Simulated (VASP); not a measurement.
# Si2W (I4/mmm) in VASP: further runs

The runs below take Si2W through single point, with r2SCAN.

Program: VASP 6.6.1. These are calculated values, not measurements. Logs are shortened: lines on timing, memory, paths and dates and some standing lists are left out, and cuts for length are marked.

## (1) The cell of the first run

It takes space group I4/mmm (No. 139, tetragonal). Conventional cell: a = 3.211 Å, b = 3.211 Å, c = 7.805 Å, α = 90.00°, β = 90.00°, γ = 90.00°. Within 3.4 Å of Si (site symmetry 4mm) lie 9 Si at 2.58 to 3.21 Å and 5 W at 2.61 Å. W (site symmetry 4/mmm) has 10 Si at 2.61 Å and 4 W at 3.21 Å within 3.4 Å.

## (2) Single point, r2SCAN

Contents of POSCAR:

```
Si2W
1.0
   -1.6056373963      1.6056373963      3.9023992160
    1.6056373963     -1.6056373963      3.9023992160
    1.6056373963      1.6056373963     -3.9023992160
Si W
2 1
Direct
    0.3348207361      0.3348207361      0.0000000000
    0.6651792639      0.6651792639      0.0000000000
    0.0000000000      0.0000000000      0.0000000000
```

Contents of INCAR.step1:

```
SYSTEM = Si2W
ALGO = Normal
EDIFF = 1E-4
ENCUT = 520
GGA = PE
ISMEAR = 0
LASPH = .TRUE.
LCHARG = .FALSE.
LREAL = .FALSE.
LWAVE = .TRUE.
NBANDS = 18
NELM = 80
PREC = Accurate
SIGMA = 0.1
```

Contents of INCAR.step2:

```
SYSTEM = Si2W
ALGO = Normal
EDIFF = 1E-6
ENCUT = 520
ISIF = 2
ISMEAR = 0
ISTART = 1
LASPH = .TRUE.
LCHARG = .FALSE.
LMIXTAU = .TRUE.
LREAL = .FALSE.
LWAVE = .FALSE.
METAGGA = R2SCAN
NBANDS = 18
NELM = 80
PREC = Accurate
SIGMA = 0.1
```

Contents of KPOINTS:

```
k-points
0
G
  18 18 18
  0 0 0
```

Potentials or basis: VASP PAW PBE potentials, release 64 (Si, W_sv).

The run is started by

```
> cat potpaw_PBE.64/Si/POTCAR potpaw_PBE.64/W_sv/POTCAR > POTCAR
> cp INCAR.step1 INCAR
> mpirun -np 1 vasp_std > vasp.out
> cp INCAR.step2 INCAR
> mpirun -np 1 vasp_std > vasp.out
```

OUTCAR:

```text
SYSTEM = Si2W
   EDIFF = 1E-6
   ENCUT = 520
   ISIF = 2
   ISMEAR = 0
   ISTART = 1
   LASPH = .TRUE.
   LREAL = .FALSE.
   METAGGA = R2SCAN
   NELM = 80
   PREC = Accurate

 ion  position               nearest neighbor table
   1  0.335  0.335  0.000-   2 2.58   3 2.61   3 2.61   3 2.61   3 2.61   3 2.61   2 2.63   2 2.63
                             2 2.63   2 2.63
   2  0.665  0.665  0.000-   1 2.58   3 2.61   3 2.61   3 2.61   3 2.61   3 2.61   1 2.63   1 2.63
                             1 2.63   1 2.63
   3  0.000  0.000  0.000-   2 2.61   2 2.61   1 2.61   1 2.61   2 2.61   2 2.61   1 2.61   1 2.61
                             1 2.61   2 2.61

  LATTYP: Found a body centered tetragonal cell.
 ALAT       =     3.2112747926
 C/A-ratio  =     2.4304361776

  Lattice vectors:

 A1 = (  -1.6056373963,   1.6056373963,   3.9023992160)
 A2 = (   1.6056373963,  -1.6056373963,   3.9023992160)
 A3 = (   1.6056373963,   1.6056373963,  -3.9023992160)

Analysis of symmetry for initial positions (statically):
=====================================================================
 Subroutine PRICEL returns:
 Original cell was already a primitive cell.

 Routine SETGRP: Setting up the symmetry group for a
 body centered tetragonal supercell.

 Subroutine GETGRP returns: Found 16 space group operations
 (whereof 16 operations were pure point group operations)
 out of a pool of 16 trial point group operations.

The static configuration has the point symmetry D_4h.

Analysis of symmetry for dynamics (positions and initial velocities):
=====================================================================
 Subroutine PRICEL returns:
 Original cell was already a primitive cell.

 Routine SETGRP: Setting up the symmetry group for a
 body centered tetragonal supercell.

 Subroutine GETGRP returns: Found 16 space group operations
 (whereof 16 operations were pure point group operations)
 out of a pool of 16 trial point group operations.

The dynamic configuration has the point symmetry D_4h.

 Subroutine INISYM returns: Found 16 space group operations
 (whereof 16 operations are pure point group operations),
 and found     1 'primitive' translations

----------------------------------------------------------------------------------------

                                     Primitive cell
[... 91 lines left out ...]
   ENCUT  =  520.0 eV  38.22 Ry    6.18 a.u.   8.39  8.39  8.39*2*pi/ulx,y,z
   NELM   =     80;   NELMIN=  2; NELMDL=  0     # of ELM steps
   EDIFF  = 0.1E-05   stopping-criterion for ELM
   LREAL  =      F    real-space projection
   EDIFFG = 0.1E-04   stopping-criterion for IOM
   NSW    =      0    number of steps for IOM
   IBRION =     -1    ionic relax: 0-MD 1-quasi-New 2-CG
   NFREE  =      0    steps in history (QN), initial steepest desc. (CG)
   ISIF   =      2    stress and relaxation
   ISYM   =      2    0-nonsym 1-usesym 2-fastsym
   POTIM  = 0.5000    time-step for ionic-motion
   TEBEG  =    0.0;   TEEND  =   0.0 temperature during run
   PSTRESS=    0.0 pullay stress
   NELECT =      22.0000    total number of electrons
   NUPDOWN=      -1.0000    fix difference up-down
   EMIN   =  10.00;   EMAX   =-10.00  energy-range for DOS
   EFERMI =   0.00;   METHOD = LEGACY
   ISMEAR =     0;   SIGMA  =   0.10  broadening in eV -4-tet -1-fermi 0-gaus
   EFERMI_NEDOS =   21; number of points for ismear=-14 and -15
   IALGO  =     38    algorithm
   IMIX   =      4    mixing-type and parameters
     AMIX     =   0.40;   BMIX     =  1.00
     AMIX_MAG =   1.60;   BMIX_MAG =  1.00
  volume/ion in A,a.u.               =      13.41        90.52
  Fermi-wavevector in a.u.,A,eV,Ry     =   1.338608  2.529603 24.379901  1.791872
  Thomas-Fermi vector in A             =   2.467065
   LORBIT       =      0    0 simple, 1 ext, 2 COOP (PROOUT), +10 PAW based schemes
   METAGGA = R2SCAN    functional components
   LHFCALC =     F    Hartree Fock is set to
   AEXX    =    0.0000 exact exchange contribution
   IVDW    =     0    specifies the selected vdW correction
   LEPSILON=     F    determine dielectric tensor
   LRPA    =     F    only Hartree local field effects (RPA)
 non-spin polarized calculation
 Gauss-broadening in eV      SIGMA  =   0.10
  energy-cutoff  :      520.00
  volume of cell :       40.24
 maximum number of plane-waves:      1111
 NGX is ok and might be reduce to    36
   NGX = 17   NGY = 17   NGZ = 17

 number of electron      21.9999999 magnetization

 Free energy of the ion-electron system (eV)
  ---------------------------------------------------
  ext. energy  EPLUGINS =         0.00000000
  ---------------------------------------------------
  free energy    TOTEN  =       -69.81634660 eV

  energy without entropy =      -69.81550024  energy(sigma->0) =      -69.81592342

 E-fermi :  11.9924     XC(G=0): -13.5286

 val. band max:       11.8981990789   @ k =  -0.3889   0.4444   0.3889
 cond. band min:      12.0103794918   @ k =  -0.3889   0.5000   0.3333
 fundamental gap:      0.1121804129
 Fermi energy:        11.9923521780

 k-point     1 :       0.0000    0.0000    0.0000
  band No.  band energies     occupation
      1     -63.7517      2.00000
      2     -27.3844      2.00000
      3     -27.3552      2.00000
      4     -27.3552      2.00000
      5      -2.9035      2.00000
      6       4.7243      2.00000
[... 481 lines left out ...]
      5      -1.9403      2.00000
      6       4.8796      2.00000
[... 10 lines left out ...]
     17      18.6512      0.00000
     18      20.6892      0.00000

 [... further k-points ...]

------------------------ aborting loop because EDIFF is reached ----------------------------------------

  FORCE on cell =-STRESS in cart. coord.  units (eV):
  Direction    XX          YY          ZZ          XY          YZ          ZX
  --------------------------------------------------------------------------------------
  -------------------------------------------------------------------------------------
  Total        0.0904009      0.0904009      0.0181621      0.0000000      0.0000000     -0.0000000
  in kB        3.5991224      3.5991224      0.7230870      0.0000000      0.0000000     -0.0000000
  external PRESSURE =       2.6404440 kB  Pullay stress =       0.0000000 kB

 VOLUME and BASIS-vectors are now :
 -----------------------------------------------------------------------------
  energy-cutoff  :      520.00
  volume of cell :       40.24
      direct lattice vectors                 reciprocal lattice vectors
    -1.605637396  1.605637396  3.902399216     0.000000000  0.311402812  0.128126307
     1.605637396 -1.605637396  3.902399216     0.311402812  0.000000000  0.128126307
     1.605637396  1.605637396 -3.902399216     0.311402812  0.311402812  0.000000000

 POSITION                                       TOTAL-FORCE (eV/Angst)
 -----------------------------------------------------------------------------------
      0.00000      0.00000      2.61321         0.000000      0.000000     -0.008012
      0.00000      0.00000      5.19159         0.000000      0.000000      0.008012
      0.00000      0.00000      0.00000        -0.000000     -0.000000      0.000000
 -----------------------------------------------------------------------------------
    total drift:                               -0.000000     -0.000000      0.000000

  FREE ENERGIE OF THE ION-ELECTRON SYSTEM (eV)
  ---------------------------------------------------
  free  energy   TOTEN  =       -69.8163466000 eV

  energy  without entropy=      -69.8155002370  energy(sigma->0) =      -69.81592342
```

OSZICAR.step1:

```text
N       E                     dE             d eps       ncg     rms          rms(c)
DAV:   1     0.130960071896E+03    0.13096E+03   -0.10862E+04 17280   0.123E+03
DAV:   2    -0.211583978674E+02   -0.15212E+03   -0.14857E+03 19992   0.322E+02
DAV:   3    -0.256219022784E+02   -0.44635E+01   -0.44079E+01 21296   0.495E+01
DAV:   4    -0.256622339955E+02   -0.40332E-01   -0.40256E-01 20678   0.493E+00
DAV:   5    -0.256626644222E+02   -0.43043E-03   -0.43040E-03 20306   0.543E-01    0.257E+01
DAV:   6    -0.249051896494E+02    0.75747E+00   -0.34355E+00 18632   0.132E+01    0.892E+00
DAV:   7    -0.248259619056E+02    0.79228E-01   -0.21739E-01 18500   0.264E+00    0.456E+00
DAV:   8    -0.248044042137E+02    0.21558E-01   -0.40876E-02 19562   0.159E+00    0.331E-01
DAV:   9    -0.248040182705E+02    0.38594E-03   -0.10067E-03 19964   0.254E-01    0.194E-01
DAV:  10    -0.248039347720E+02    0.83498E-04   -0.25908E-04 18916   0.139E-01
   1 F= -.24803935E+02 E0= -.24803498E+02  d E =-.873541E-03
```

It took 26 min on 1 thread of Intel Xeon Platinum 8259CL at 2.50GHz (Skylake/Cascade Lake), shared host; peak memory 0.47 GiB.

What came out:

| Quantity | Value |
| --- | --- |
| Free energy | -69.8163 eV |
| Pressure | 0.3 GPa |
| Largest force | 0.008 eV/Å |
| Band gap on the k mesh | zero (band 11 reaches 12.72 eV, above the bottom of band 12 at 11.42 eV) |

Forces on the atoms (eV/Å):
```
Si   0.000  0.000 -0.008
Si   0.000  0.000  0.008
W    0.000  0.000  0.000
```

Stress tensor (GPa, compression positive):
```
0.36 0.00 0.00
0.00 0.36 0.00
0.00 0.00 0.07
```

Caveat: the PAW data sets were made with another functional, which shifts forces and pressure a little; spin-orbit coupling is left out, which moves the levels of the heavy elements.

## (3) Single point, r2SCAN

POSCAR is that of step 2.

Contents of INCAR.step1:

```
PREC     = Accurate       # precision mode
ENCUT    = 520            # plane-wave cutoff, eV
ISMEAR   = 0              # smearing method
SIGMA    = 0.1            # smearing width, eV
LREAL    = F              # projectors in reciprocal space
LASPH    = T              # aspherical terms in the spheres
NELM     = 80             # most SCF steps
NBANDS   = 18             # bands
GGA      = PE             # functional
ALGO     = Normal         # electronic algorithm
EDIFF    = 1E-4           # SCF threshold, eV
LWAVE    = T              # write WAVECAR
LCHARG   = F              # write CHGCAR
```

Contents of INCAR.step2:

```
PREC     = Accurate       # precision mode
ENCUT    = 520            # plane-wave cutoff, eV
EDIFF    = 1E-6           # SCF threshold, eV
ISMEAR   = 0              # smearing method
SIGMA    = 0.1            # smearing width, eV
LREAL    = F              # projectors in reciprocal space
LASPH    = T              # aspherical terms in the spheres
NELM     = 80             # most SCF steps
ALGO     = Normal         # electronic algorithm
ISIF     = 2              # what is computed and relaxed
LWAVE    = F              # write WAVECAR
LCHARG   = T              # write CHGCAR
METAGGA  = R2SCAN         # meta-GGA
LMIXTAU  = T            
LELF     = T              # ELF
LVHAR    = T            
NBANDS   = 18             # bands
ISTART   = 1
```

Contents of KPOINTS:

```
regular mesh
0
Gamma
  18 18 18
```

Potentials or basis: VASP PAW PBE potentials, release 64 (Si, W_sv).

The run is started by

```
> cat potpaw_PBE.64/Si/POTCAR potpaw_PBE.64/W_sv/POTCAR > POTCAR
> cp INCAR.step1 INCAR
> mpirun -np 1 vasp_std > vasp.out
> cp INCAR.step2 INCAR
> mpirun -np 1 vasp_std > vasp.out
```

Wall time 26 min (1 thread of Intel Xeon Platinum 8259CL at 2.50GHz (Skylake/Cascade Lake), shared host); peak memory 0.47 GiB.

It converged, with:

```
Free energy            : -69.8163 eV
Pressure               : 0.3 GPa
Largest force          : 0.008 eV/Å
Band gap on the k mesh : zero (band 11 reaches 12.72 eV, above the bottom of band 12 at 11.42 eV)
```

Forces in eV/Å, atoms in the order of the input:
```
Si   0.000  0.000 -0.008
Si   0.000  0.000  0.008
W    0.000  0.000  0.000
```

Stress tensor (GPa, compression positive):
```
0.36 0.00 0.00
0.00 0.36 0.00
0.00 0.00 0.07
```

Levels at points of the mesh, in eV from the Fermi level:
```
           k point  band 7  band 8  band 9  band 10  band 11  band 12  band 13  band 14  band 15  band 16
(0.00, 0.00, 0.00)   -3.84   -3.41   -3.06    -3.06     0.59     3.03     3.16     3.18     3.18     4.99
(0.50, 0.00, 0.00)   -6.04   -5.23   -3.02    -2.88    -0.50     2.92     2.99     4.20     4.83     5.40
(0.50, 0.50, 0.00)   -6.43   -5.69   -5.34    -3.47    -2.01     3.06     3.28     3.42     4.19     4.51
(0.50, 0.50, 0.50)   -3.98   -2.69   -0.97    -0.97    -0.54    -0.54     0.78     4.92     5.58     6.70
```

Caveat: the PAW data sets were made with another functional, which shifts forces and pressure a little; spin-orbit coupling is left out, which moves the levels of the heavy elements.
